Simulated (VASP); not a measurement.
Set up this calculation in VASP 6.6.1, as the native input.

```
Task                   : single point
Functional             : LDA
Potentials or basis    : VASP PAW LDA potentials, release 64 (Ba_sv, Te)
Cutoff                 : 520 eV
k mesh                 : 6 × 6 × 6
Occupations            : gaussian, width 0.01 eV
Spin                   : no spin polarisation
Dipole correction      : no
Further INCAR settings : ALGO = Normal; EDIFF = 1e-06; NBANDS = 15
```

The structure of BaTe lies in POSCAR:

```
BaTe
1.0
    0.0000000000      3.4331448634      3.4331448634
    3.4331448634      0.0000000000      3.4331448634
    3.4331448634      3.4331448634      0.0000000000
Ba Te
1 1
Direct
    0.0000000000      0.0000000000      0.0000000000
    0.5000000000      0.5000000000      0.5000000000
```

One way to write it, as run:

INCAR

```
SYSTEM = BaTe
PREC = Accurate
ENCUT = 520
EDIFF = 1E-6
ISMEAR = 0
SIGMA = 0.01
LREAL = .FALSE.
LASPH = .TRUE.
NELM = 60
ALGO = Normal
ISIF = 2
LWAVE = .FALSE.
LCHARG = .FALSE.
GGA = CA
NBANDS = 15
```

KPOINTS

```
regular mesh
0
G
  6 6 6
  0 0 0
```

Potentials or basis: VASP PAW LDA potentials, release 64 (Ba_sv, Te).

Launch:

```console
$ cat potpaw_LDA.64/Ba_sv/POTCAR potpaw_LDA.64/Te/POTCAR > POTCAR
$ mpirun -np 1 vasp_std > vasp.out
```

Results of the run:

| Item | Value |
| --- | --- |
| Pressure | 0.5 GPa |
| Band gap on the k mesh | 1.26 eV, indirect (least direct gap 1.64 eV) |

Caveat: spin-orbit coupling is left out, which moves the levels of the heavy elements.

Wall time 16 s on 1 thread of Intel Xeon 6975P-C, with other jobs on the host, peak memory 0.18 GiB.
